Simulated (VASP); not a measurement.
# BeS (F-43m) in VASP: further runs

Aim: see how the results for BeS move with the level of theory and the settings. Levels: r2SCAN, HSE06, PBE0. Tasks: relaxation of cell and atoms, single point.

Program: VASP 6.6.1. These are calculated values, not measurements. Logs are shortened: lines on timing, memory, paths and dates and some standing lists are left out, and cuts for length are marked.

## Step 1: The cell of the first run

Symmetry: F-43m, No. 216, cubic system. The conventional cell has a = 4.876 Å, b = 4.876 Å, c = 4.876 Å, α = 90.00°, β = 90.00°, γ = 90.00°. Be (site symmetry -43m) has 4 S at 2.11 Å within 2.8 Å. Within 2.8 Å of S (site symmetry -43m) lie 4 Be at 2.11 Å.

## Step 2: Relaxation of cell and atoms, r2SCAN

Contents of POSCAR:

```
BeS
1.0
    0.0000000000      2.4380109239      2.4380109239
    2.4380109239      0.0000000000      2.4380109239
    2.4380109239      2.4380109239      0.0000000000
Be S
1 1
Direct
    0.0000000000      0.0000000000      0.0000000000
    0.2500000000      0.2500000000      0.2500000000
```

Contents of INCAR.step1:

```
PREC = Accurate
ENCUT = 600
ISMEAR = -1
SIGMA = 0.02
LREAL = False
LASPH = True
NELM = 60
GGA = PE
ALGO = Normal
EDIFF = 1E-4
LWAVE = True
LCHARG = False
```

Contents of INCAR.step2:

```
PREC = Accurate
ENCUT = 600
EDIFF = 1E-6
ISMEAR = -1
SIGMA = 0.02
LREAL = False
LASPH = True
NELM = 60
ALGO = Normal
ISIF = 3
LWAVE = False
LCHARG = False
METAGGA = R2SCAN
LMIXTAU = True
IBRION = 2
NSW = 80
EDIFFG = -0.005
ISTART = 1
```

Contents of KPOINTS:

```
regular mesh
0
Gamma
  8 8 8
```

Potentials or basis: VASP PAW PBE potentials, release 64 (Be, S).

Command:

```bash
cat potpaw_PBE.64/Be/POTCAR potpaw_PBE.64/S/POTCAR > POTCAR
cp INCAR.step1 INCAR
mpirun -np 1 vasp_std > vasp.out
cp INCAR.step2 INCAR
mpirun -np 1 vasp_std > vasp.out
```

OUTCAR:

```text
PREC = Accurate
   ENCUT = 600
   EDIFF = 1E-6
   ISMEAR = -1
   LREAL = False
   LASPH = True
   NELM = 60
   ISIF = 3
   METAGGA = R2SCAN
   IBRION = 2
   NSW = 80
   EDIFFG = -0.005
   ISTART = 1

 ion  position               nearest neighbor table
   1  0.000  0.000  0.000-   2 2.11   2 2.11   2 2.11   2 2.11
   2  0.250  0.250  0.250-   1 2.11   1 2.11   1 2.11   1 2.11

  LATTYP: Found a face centered cubic cell.
 ALAT       =     4.8760218478

  Lattice vectors:

 A1 = (   0.0000000000,   2.4380109239,   2.4380109239)
 A2 = (   2.4380109239,   0.0000000000,   2.4380109239)
 A3 = (   2.4380109239,   2.4380109239,   0.0000000000)

Analysis of symmetry for initial positions (statically):
=====================================================================
 Subroutine PRICEL returns:
 Original cell was already a primitive cell.

 Routine SETGRP: Setting up the symmetry group for a
 face centered cubic supercell.

 Subroutine GETGRP returns: Found 24 space group operations
 (whereof 24 operations were pure point group operations)
 out of a pool of 48 trial point group operations.

The static configuration has the point symmetry T_d .

Analysis of symmetry for dynamics (positions and initial velocities):
=====================================================================
 Subroutine PRICEL returns:
 Original cell was already a primitive cell.

 Routine SETGRP: Setting up the symmetry group for a
 face centered cubic supercell.

 Subroutine GETGRP returns: Found 24 space group operations
 (whereof 24 operations were pure point group operations)
 out of a pool of 48 trial point group operations.

The dynamic configuration has the point symmetry T_d .

 Subroutine INISYM returns: Found 24 space group operations
 (whereof 24 operations are pure point group operations),
 and found     1 'primitive' translations

----------------------------------------------------------------------------------------

                                     Primitive cell

  volume of cell :      28.9826

  direct lattice vectors                    reciprocal lattice vectors
     0.000000000  2.438010924  2.438010924    -0.205085217  0.205085217  0.205085217
     2.438010924  0.000000000  2.438010924     0.205085217 -0.205085217  0.205085217
     2.438010924  2.438010924  0.000000000     0.205085217  0.205085217 -0.205085217

  length of vectors
     3.447868114  3.447868114  3.447868114     0.355218016  0.355218016  0.355218016

  position of ions in fractional coordinates (direct lattice)
     0.000000000  0.000000000  0.000000000
     0.250000000  0.250000000  0.250000000

  ion indices of the primitive-cell ions
   primitive index   ion index
                 1           1
                 2           2

----------------------------------------------------------------------------------------

 KPOINTS: regular mesh

Automatic generation of k-mesh.
 Grid dimensions read from file:
 generate k-points for:    8    8    8

 Generating k-lattice:

  Cartesian coordinates                     Fractional coordinates (reciprocal lattice)
    -0.025635652  0.025635652  0.025635652     0.125000000  0.000000000  0.000000000
     0.025635652 -0.025635652  0.025635652     0.000000000  0.125000000  0.000000000
     0.025635652  0.025635652 -0.025635652     0.000000000  0.000000000  0.125000000

  Length of vectors
     0.044402252  0.044402252  0.044402252

  Shift w.r.t. Gamma in fractional coordinates (k-lattice)
     0.000000000  0.000000000  0.000000000

[... 52 lines left out ...]
   EDIFFG = -.5E-02   stopping-criterion for IOM
   NSW    =     80    number of steps for IOM
   IBRION =      2    ionic relax: 0-MD 1-quasi-New 2-CG
   NFREE  =      1    steps in history (QN), initial steepest desc. (CG)
   ISIF   =      3    stress and relaxation
   ISYM   =      2    0-nonsym 1-usesym 2-fastsym
   POTIM  = 0.5000    time-step for ionic-motion
   TEBEG  =    0.0;   TEEND  =   0.0 temperature during run
   PSTRESS=    0.0 pullay stress
   NELECT =       8.0000    total number of electrons
   NUPDOWN=      -1.0000    fix difference up-down
   EMIN   =  10.00;   EMAX   =-10.00  energy-range for DOS
   EFERMI =   0.00;   METHOD = LEGACY
   ISMEAR =    -1;   SIGMA  =   0.02  broadening in eV -4-tet -1-fermi 0-gaus
   EFERMI_NEDOS =   21; number of points for ismear=-14 and -15
   IALGO  =     38    algorithm
   IMIX   =      4    mixing-type and parameters
     AMIX     =   0.40;   BMIX     =  1.00
     AMIX_MAG =   1.60;   BMIX_MAG =  1.00
  volume/ion in A,a.u.               =      14.49        97.79
  Fermi-wavevector in a.u.,A,eV,Ry     =   1.065923  2.014302 15.458830  1.136192
  Thomas-Fermi vector in A             =   2.201491
   LORBIT       =      0    0 simple, 1 ext, 2 COOP (PROOUT), +10 PAW based schemes
   METAGGA = R2SCAN    functional components
   LHFCALC =     F    Hartree Fock is set to
   AEXX    =    0.0000 exact exchange contribution
   IVDW    =     0    specifies the selected vdW correction
   LEPSILON=     F    determine dielectric tensor
   LRPA    =     F    only Hartree local field effects (RPA)
 conjugate gradient relaxation of ions
 non-spin polarized calculation
  energy-cutoff  :      600.00
  volume of cell :       28.98
 maximum number of plane-waves:       982
   NGX = 13   NGY = 13   NGZ = 13

--------------------------------------- Ionic step        1  -------------------------------------------

 number of electron       7.9999999 magnetization

 Free energy of the ion-electron system (eV)
  ---------------------------------------------------
  ext. energy  EPLUGINS =         0.00000000
  ---------------------------------------------------
  free energy    TOTEN  =       -14.78694544 eV

  energy without entropy =      -14.78694544  energy(sigma->0) =      -14.78694544

------------------------ aborting loop because EDIFF is reached ----------------------------------------

  FORCE on cell =-STRESS in cart. coord.  units (eV):
  Direction    XX          YY          ZZ          XY          YZ          ZX
  --------------------------------------------------------------------------------------
  -------------------------------------------------------------------------------------
  Total       -0.0261982     -0.0261982     -0.0261982     -0.0000000     -0.0000000     -0.0000000
  in kB       -1.4482576     -1.4482576     -1.4482576     -0.0000000     -0.0000000     -0.0000000
  external PRESSURE =      -1.4482576 kB  Pullay stress =       0.0000000 kB

 VOLUME and BASIS-vectors are now :
 -----------------------------------------------------------------------------
  energy-cutoff  :      600.00
  volume of cell :       28.98
      direct lattice vectors                 reciprocal lattice vectors
     0.000000000  2.438010924  2.438010924    -0.205085217  0.205085217  0.205085217
     2.438010924  0.000000000  2.438010924     0.205085217 -0.205085217  0.205085217
     2.438010924  2.438010924  0.000000000     0.205085217  0.205085217 -0.205085217

 POSITION                                       TOTAL-FORCE (eV/Angst)
 -----------------------------------------------------------------------------------
      0.00000      0.00000      0.00000         0.000000      0.000000      0.000000
      1.21901      1.21901      1.21901        -0.000000     -0.000000     -0.000000
 -----------------------------------------------------------------------------------
    total drift:                                0.000000      0.000000      0.000000

  FREE ENERGIE OF THE ION-ELECTRON SYSTEM (eV)
  ---------------------------------------------------
  free  energy   TOTEN  =       -14.7869454426 eV

  energy  without entropy=      -14.7869454425  energy(sigma->0) =      -14.78694544

--------------------------------------- Ionic step        2  -------------------------------------------

 number of electron       7.9999999 magnetization

 Free energy of the ion-electron system (eV)
  ---------------------------------------------------
  ext. energy  EPLUGINS =         0.00000000
  ---------------------------------------------------
  free energy    TOTEN  =       -14.78696486 eV

  energy without entropy =      -14.78696486  energy(sigma->0) =      -14.78696486

 E-fermi :   4.2133     XC(G=0): -10.1221

 val. band max:        3.8212409471   @ k =   0.0000   0.0000   0.0000
 cond. band min:       7.4253446851   @ k =   0.5000   0.5000   0.0000
 fundamental gap:      3.6041037381
 Fermi energy:         4.2133153999

 k-point     1 :       0.0000    0.0000    0.0000
  band No.  band energies     occupation
      1     -10.3775      2.00000
      2       3.8212      2.00000
      3       3.8212      2.00000
      4       3.8212      2.00000
      5      10.0865      0.00000
      6      10.0865      0.00000
      7      10.0865      0.00000
      8      10.3819      0.00000
[... 243 lines left out ...]
 k-point    24 :      -0.3750    0.2500    0.1250
  band No.  band energies     occupation
      1      -8.4579      2.00000
      2      -1.5002      2.00000
      3       1.0196      2.00000
      4       1.9818      2.00000
      5      10.4654      0.00000
      6      11.0026      0.00000
      7      13.6351      0.00000
      8      15.0109      0.00000

 [... further k-points ...]

------------------------ aborting loop because EDIFF is reached ----------------------------------------

  FORCE on cell =-STRESS in cart. coord.  units (eV):
  Direction    XX          YY          ZZ          XY          YZ          ZX
  --------------------------------------------------------------------------------------
  -------------------------------------------------------------------------------------
  Total        0.0054431      0.0054431      0.0054431      0.0000000      0.0000000     -0.0000000
  in kB        0.3014670      0.3014670      0.3014670      0.0000000      0.0000000     -0.0000000
  external PRESSURE =       0.3014670 kB  Pullay stress =       0.0000000 kB

 VOLUME and BASIS-vectors are now :
 -----------------------------------------------------------------------------
  energy-cutoff  :      600.00
  volume of cell :       28.93
      direct lattice vectors                 reciprocal lattice vectors
    -0.000000000  2.436470256  2.436470256    -0.205214900  0.205214900  0.205214900
     2.436470256  0.000000000  2.436470256     0.205214900 -0.205214900  0.205214900
     2.436470256  2.436470256 -0.000000000     0.205214900  0.205214900 -0.205214900

 POSITION                                       TOTAL-FORCE (eV/Angst)
 -----------------------------------------------------------------------------------
      0.00000      0.00000      0.00000         0.000000     -0.000000     -0.000000
      1.21824      1.21824      1.21824        -0.000000      0.000000      0.000000
 -----------------------------------------------------------------------------------
    total drift:                                0.000000      0.000000      0.000000

  FREE ENERGIE OF THE ION-ELECTRON SYSTEM (eV)
  ---------------------------------------------------
  free  energy   TOTEN  =       -14.7869648558 eV

  energy  without entropy=      -14.7869648558  energy(sigma->0) =      -14.78696486

 reached required accuracy - stopping structural energy minimisation
```

It took 28 s on 1 thread of Intel Xeon 6975P-C (Granite Rapids), shared host; peak memory 0.15 GiB.

Results:

* Free energy: -14.7870 eV
* Relaxed volume: 14.46 Å³/atom
* Relaxed cell: a = 3.446 Å, b = 3.446 Å, c = 3.446 Å, α = 60.00°, β = 60.00°, γ = 60.00°
* Space group after relaxing (to 0.05 Å): F-43m (No. 216)
* Energy gained by relaxing: 0.0 meV/atom
* Ionic steps: 2
* Pressure after relaxing: 0.0 GPa
* Band gap on the k mesh: 3.60 eV, indirect (least direct gap 6.27 eV)

Final structure:
```cif
data_structure
_symmetry_space_group_name_H-M 'P 1'
_symmetry_Int_Tables_number 1
_cell_length_a 3.4457
_cell_length_b 3.4457
_cell_length_c 3.4457
_cell_angle_alpha 60.000
_cell_angle_beta 60.000
_cell_angle_gamma 60.000
_cell_volume 28.93
loop_
_atom_site_label
_atom_site_type_symbol
_atom_site_fract_x
_atom_site_fract_y
_atom_site_fract_z
_atom_site_occupancy
Be1 Be 0.00000 0.00000 0.00000 1
S1 S 0.25000 0.25000 0.25000 1
```

Caveat: the PAW data sets were made with another functional, which shifts forces and pressure a little. A k mesh can miss the band edges.

[end of part 1 of 3]
